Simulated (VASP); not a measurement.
# SrCl2 (I4/mmm) in VASP: notebook

Runs on SrCl2. Level: r2SCAN. Tasks: single point.

Program: VASP 6.6.1. These are calculated values, not measurements. Logs are shortened: lines on timing, memory, paths and dates and some standing lists are left out, and cuts for length are marked.

## 1. The cell of the first run

It takes space group I4/mmm (No. 139, tetragonal). Conventional cell: a = 4.929 Å, b = 4.929 Å, c = 6.413 Å, α = 90.00°, β = 90.00°, γ = 90.00°. Within 3.9 Å of Sr (site symmetry 4/mmm) lie 8 Cl at 2.94 Å. Within 3.9 Å of Cl (site symmetry -4m2) lie 4 Sr at 2.94 Å and 6 Cl at 3.21 to 3.49 Å.

## 2. Single point, r2SCAN (strain +0.000 along x and y, -0.080 along z)

The input, POSCAR:

```
SrCl2
1.0
    0.0000000000      3.4855000000      3.2066600000
    3.4855000000      0.0000000000      3.2066600000
    3.4855000000      3.4855000000      0.0000000000
Sr Cl
1 2
Direct
    0.0000000000      0.0000000000      0.0000000000
    0.2500000000      0.2500000000      0.2500000000
    0.7500000000      0.7500000000      0.7500000000
```

The input, INCAR.step1:

```
ALGO = Normal ; EDIFF = 1E-4
ENCUT = 520 ; GGA = PE
ISMEAR = 0 ; LASPH = True
LCHARG = False ; LREAL = False
LWAVE = True ; NBANDS = 19
NELM = 100 ; PREC = Accurate
SIGMA = 0.05
```

The input, INCAR.step2:

```
ALGO = Normal ; EDIFF = 1E-6
ENCUT = 520 ; ISIF = 2
ISMEAR = 0 ; ISTART = 1
LASPH = True ; LCHARG = False
LMIXTAU = True ; LREAL = False
LWAVE = False ; METAGGA = R2SCAN
NBANDS = 19 ; NELM = 100
PREC = Accurate ; SIGMA = 0.05
```

The input, KPOINTS:

```
k-points
0
Gamma
  6 6 6
```

Potentials or basis: VASP PAW PBE potentials, release 64 (Sr_sv, Cl).

The run is started by

```console
$ cat potpaw_PBE.64/Sr_sv/POTCAR potpaw_PBE.64/Cl/POTCAR > POTCAR
$ cp INCAR.step1 INCAR
$ mpirun -np 1 vasp_std > vasp.out
$ cp INCAR.step2 INCAR
$ mpirun -np 1 vasp_std > vasp.out
```

OUTCAR:

```text
EDIFF = 1E-6
   ENCUT = 520
   ISIF = 2
   ISMEAR = 0
   ISTART = 1
   LASPH = True
   LREAL = False
   METAGGA = R2SCAN
   NELM = 100
   PREC = Accurate

 ion  position               nearest neighbor table
   1  0.000  0.000  0.000-   3 2.94   2 2.94   3 2.94   2 2.94   3 2.94   3 2.94   2 2.94   2 2.94

   2  0.250  0.250  0.250-   1 2.94   1 2.94   1 2.94   1 2.94
   3  0.750  0.750  0.750-   1 2.94   1 2.94   1 2.94   1 2.94

  LATTYP: Found a body centered tetragonal cell.
 ALAT       =     4.9292413717
 C/A-ratio  =     1.3010764774

  Lattice vectors:

 A1 = (   0.0000000000,  -3.4855000000,  -3.2066600000)
 A2 = (   0.0000000000,   3.4855000000,  -3.2066600000)
 A3 = (   3.4855000000,   0.0000000000,   3.2066600000)

Analysis of symmetry for initial positions (statically):
=====================================================================
 Subroutine PRICEL returns:
 Original cell was already a primitive cell.

 Routine SETGRP: Setting up the symmetry group for a
 body centered tetragonal supercell.

 Subroutine GETGRP returns: Found 16 space group operations
 (whereof 16 operations were pure point group operations)
 out of a pool of 16 trial point group operations.

The static configuration has the point symmetry D_4h.

Analysis of symmetry for dynamics (positions and initial velocities):
=====================================================================
 Subroutine PRICEL returns:
 Original cell was already a primitive cell.

 Routine SETGRP: Setting up the symmetry group for a
 body centered tetragonal supercell.

 Subroutine GETGRP returns: Found 16 space group operations
 (whereof 16 operations were pure point group operations)
 out of a pool of 16 trial point group operations.

The dynamic configuration has the point symmetry D_4h.

 Subroutine INISYM returns: Found 16 space group operations
 (whereof 16 operations are pure point group operations),
 and found     1 'primitive' translations

----------------------------------------------------------------------------------------

                                     Primitive cell

  volume of cell :      77.9136

  direct lattice vectors                    reciprocal lattice vectors
[... 78 lines left out ...]
   NGXF,Y,Z  is equivalent  to a cutoff of  25.27, 25.27, 26.98 a.u.
 SYSTEM =  unknown system
   PREC   = accura    normal or accurate (medium, high low for compatibility)
   ISTART =      1    job   : 0-new  1-cont  2-samecut
   ICHARG =      0    charge: 1-file 2-atom 10-const
   ISPIN  =      1    spin polarized calculation?
   LNONCOLLINEAR =      F non collinear calculations
   LSORBIT =      F    spin-orbit coupling
   LASPH  =      T    aspherical Exc in radial PAW
   ENCUT  =  520.0 eV  38.22 Ry    6.18 a.u.   8.81  8.81  9.17*2*pi/ulx,y,z
   NELM   =    100;   NELMIN=  2; NELMDL=  0     # of ELM steps
   EDIFF  = 0.1E-05   stopping-criterion for ELM
   LREAL  =      F    real-space projection
   EDIFFG = 0.1E-04   stopping-criterion for IOM
   NSW    =      0    number of steps for IOM
   IBRION =     -1    ionic relax: 0-MD 1-quasi-New 2-CG
   NFREE  =      0    steps in history (QN), initial steepest desc. (CG)
   ISIF   =      2    stress and relaxation
   ISYM   =      2    0-nonsym 1-usesym 2-fastsym
   POTIM  = 0.5000    time-step for ionic-motion
   TEBEG  =    0.0;   TEEND  =   0.0 temperature during run
   PSTRESS=    0.0 pullay stress
   NELECT =      24.0000    total number of electrons
   NUPDOWN=      -1.0000    fix difference up-down
   EMIN   =  10.00;   EMAX   =-10.00  energy-range for DOS
   EFERMI =   0.00;   METHOD = LEGACY
   ISMEAR =     0;   SIGMA  =   0.05  broadening in eV -4-tet -1-fermi 0-gaus
   EFERMI_NEDOS =   21; number of points for ismear=-14 and -15
   IALGO  =     38    algorithm
   IMIX   =      4    mixing-type and parameters
     AMIX     =   0.40;   BMIX     =  1.00
     AMIX_MAG =   1.60;   BMIX_MAG =  1.00
  volume/ion in A,a.u.               =      25.97       175.26
  Fermi-wavevector in a.u.,A,eV,Ry     =   1.105624  2.089327 16.631829  1.222405
  Thomas-Fermi vector in A             =   2.242114
   LORBIT       =      0    0 simple, 1 ext, 2 COOP (PROOUT), +10 PAW based schemes
   METAGGA = R2SCAN    functional components
   LHFCALC =     F    Hartree Fock is set to
   AEXX    =    0.0000 exact exchange contribution
   IVDW    =     0    specifies the selected vdW correction
   LEPSILON=     F    determine dielectric tensor
   LRPA    =     F    only Hartree local field effects (RPA)
 non-spin polarized calculation
 Gauss-broadening in eV      SIGMA  =   0.05
  energy-cutoff  :      520.00
  volume of cell :       77.91
 maximum number of plane-waves:      2116
   NGX = 17   NGY = 17   NGZ = 19

 number of electron      23.9999998 magnetization

 Free energy of the ion-electron system (eV)
  ---------------------------------------------------
  ext. energy  EPLUGINS =         0.00000000
  ---------------------------------------------------
  free energy    TOTEN  =       -35.52151088 eV

  energy without entropy =      -35.52151088  energy(sigma->0) =      -35.52151088

 E-fermi :   1.1643     XC(G=0):  -9.1714

 val. band max:        0.8524558370   @ k =   0.5000   0.5000   0.0000
 cond. band min:       6.2552138795   @ k =   0.5000   0.0000   0.5000
 fundamental gap:      5.4027580425
 Fermi energy:         1.1642685917

 k-point     1 :       0.0000    0.0000    0.0000
  band No.  band energies     occupation
      1     -33.3211      2.00000
      2     -14.7401      2.00000
      3     -14.7236      2.00000
      4     -14.7236      2.00000
      5     -13.7922      2.00000
      6     -12.6800      2.00000
[... 505 lines left out ...]
      6     -12.7596      2.00000
[... 11 lines left out ...]
     18      10.4388      0.00000
     19      11.5077      0.00000

 [... further k-points ...]
[... 5 lines left out ...]
  --------------------------------------------------------------------------------------
  -------------------------------------------------------------------------------------
  Total        1.2943356      1.2943356      4.0282206      0.0000000      0.0000000      0.0000000
  in kB       26.6160982     26.6160982     82.8344031      0.0000000      0.0000000      0.0000000
  external PRESSURE =      45.3555332 kB  Pullay stress =       0.0000000 kB

 VOLUME and BASIS-vectors are now :
 -----------------------------------------------------------------------------
  energy-cutoff  :      520.00
  volume of cell :       77.91
      direct lattice vectors                 reciprocal lattice vectors
     0.000000000  3.485500000  3.206660000    -0.143451442  0.143451442  0.155925480
     3.485500000  0.000000000  3.206660000     0.143451442 -0.143451442  0.155925480
     3.485500000  3.485500000  0.000000000     0.143451442  0.143451442 -0.155925480

 POSITION                                       TOTAL-FORCE (eV/Angst)
 -----------------------------------------------------------------------------------
      0.00000      0.00000      0.00000         0.000000      0.000000      0.000000
      1.74275      1.74275      1.60333         0.000000      0.000000      0.000000
      5.22825      5.22825      4.80999        -0.000000     -0.000000     -0.000000
 -----------------------------------------------------------------------------------
    total drift:                                0.000000      0.000000      0.000000

  FREE ENERGIE OF THE ION-ELECTRON SYSTEM (eV)
  ---------------------------------------------------
  free  energy   TOTEN  =       -35.5215108778 eV

  energy  without entropy=      -35.5215108778  energy(sigma->0) =      -35.52151088
```

OSZICAR.step1:

```text
N       E                     dE             d eps       ncg     rms          rms(c)
DAV:   1     0.139438514723E+03    0.13944E+03   -0.11540E+04  1140   0.114E+03
DAV:   2    -0.409807820274E+01   -0.14354E+03   -0.13843E+03  1498   0.226E+02
DAV:   3    -0.125879628556E+02   -0.84899E+01   -0.84603E+01  1503   0.544E+01
DAV:   4    -0.128484450741E+02   -0.26048E+00   -0.26014E+00  1877   0.814E+00
DAV:   5    -0.128514677513E+02   -0.30227E-02   -0.30222E-02  1595   0.819E-01    0.157E+01
DAV:   6    -0.125714537080E+02    0.28001E+00   -0.53595E-01  1318   0.418E+00    0.992E+00
DAV:   7    -0.125794010570E+02   -0.79473E-02   -0.39016E-01  1563   0.376E+00    0.196E+00
DAV:   8    -0.125810810739E+02   -0.16800E-02   -0.58704E-02  1305   0.134E+00    0.462E-01
DAV:   9    -0.125820779277E+02   -0.99685E-03   -0.19144E-03  1377   0.281E-01    0.169E-01
DAV:  10    -0.125834043158E+02   -0.13264E-02   -0.89361E-04  1236   0.175E-01    0.426E-02
DAV:  11    -0.125835418313E+02   -0.13752E-03   -0.97161E-05  1365   0.553E-02    0.394E-02
DAV:  12    -0.125835656206E+02   -0.23789E-04   -0.29099E-05   984   0.285E-02
   1 F= -.12583566E+02 E0= -.12583566E+02  d E =-.149341E-19
```

Wall time 1.8 min (1 thread of AMD EPYC 9R45 (Zen 5), shared host); peak memory 0.21 GiB.

What came out:

| Item | Value |
| --- | --- |
| Free energy | -35.5215 eV |
| Pressure | 4.5 GPa |
| Band gap on the k mesh | 5.40 eV (least direct gap 5.44 eV) |

Stress tensor (GPa, compression positive):
```
2.66 0.00 0.00
0.00 2.66 0.00
0.00 0.00 8.28
```

Caveat: the cell differs from its parent crystal (strain +0.000 along x and y, -0.080 along z); the cell stands under pressure; the PAW data sets were made with another functional, which shifts forces and pressure a little. A k mesh can miss the band edges.

## 3. Single point, r2SCAN (strain +0.000 along x and y, -0.040 along z)

The input, POSCAR:

```
SrCl2
1.0
    0.0000000000      3.4855000000      3.3460800000
    3.4855000000      0.0000000000      3.3460800000
    3.4855000000      3.4855000000      0.0000000000
Sr Cl
1 2
Direct
    0.0000000000      0.0000000000      0.0000000000
    0.2500000000      0.2500000000      0.2500000000
    0.7500000000      0.7500000000      0.7500000000
```

The input, INCAR.step1:

```
  PREC = Accurate
  ENCUT = 520
  ISMEAR = 0
  SIGMA = 0.05
  LREAL = F
  LASPH = T
  NELM = 80
  NBANDS = 19
  GGA = PE
  ALGO = Normal
  EDIFF = 1E-4
  LWAVE = T
  LCHARG = F
```

The input, INCAR.step2:

```
  PREC = Accurate
  ENCUT = 520
  EDIFF = 1E-6
  ISMEAR = 0
  SIGMA = 0.05
  LREAL = F
  LASPH = T
  NELM = 80
  ALGO = Normal
  ISIF = 2
  LWAVE = F
  LCHARG = F
  METAGGA = R2SCAN
  LMIXTAU = T
  NBANDS = 19
  ISTART = 1
```

The input, KPOINTS:

```
Automatic mesh
0
Gamma
  6 6 6
```

Potentials or basis: VASP PAW PBE potentials, release 64 (Sr_sv, Cl).

The run is started by

```console
$ cat potpaw_PBE.64/Sr_sv/POTCAR potpaw_PBE.64/Cl/POTCAR > POTCAR
$ cp INCAR.step1 INCAR
$ mpirun -np 1 vasp_std > vasp.out
$ cp INCAR.step2 INCAR
$ mpirun -np 1 vasp_std > vasp.out
```

Run time: 1.8 min. Hardware: 1 thread of AMD EPYC 9R45 (Zen 5), shared host; peak memory 0.21 GiB.

The run converged. Its results:

```yaml
Free_energy: -35.6497 eV
Pressure: 2.2 GPa
Band_gap_on_the_k_mesh: 5.75 eV (least direct gap 5.76 eV)
```

Stress tensor (GPa, compression positive):
```
1.41 0.00 0.00
0.00 1.41 0.00
0.00 0.00 3.87
```

Levels at points of the mesh, in eV from the valence-band top:
```csv
k point,band 9,band 10,band 11,band 12,band 13,band 14,band 15,band 16
"(0.00, 0.00, 0.00)",-2.45,-0.67,-0.67,-0.32,5.86,6.32,6.69,9.43
"(0.50, 0.00, 0.00)",-1.74,-1.62,-1.34,-1.30,7.09,7.16,8.08,8.18
"(0.50, 0.50, 0.00)",-2.22,-0.69,-0.69,0.00,5.76,7.94,8.11,8.80
"(0.50, 0.00, 0.50)",-2.13,-0.79,-0.39,-0.28,5.75,7.59,8.14,8.50
```

Caveat: the cell differs from its parent crystal (strain +0.000 along x and y, -0.040 along z); the PAW data sets were made with another functional, which shifts forces and pressure a little. A k mesh can miss the band edges.
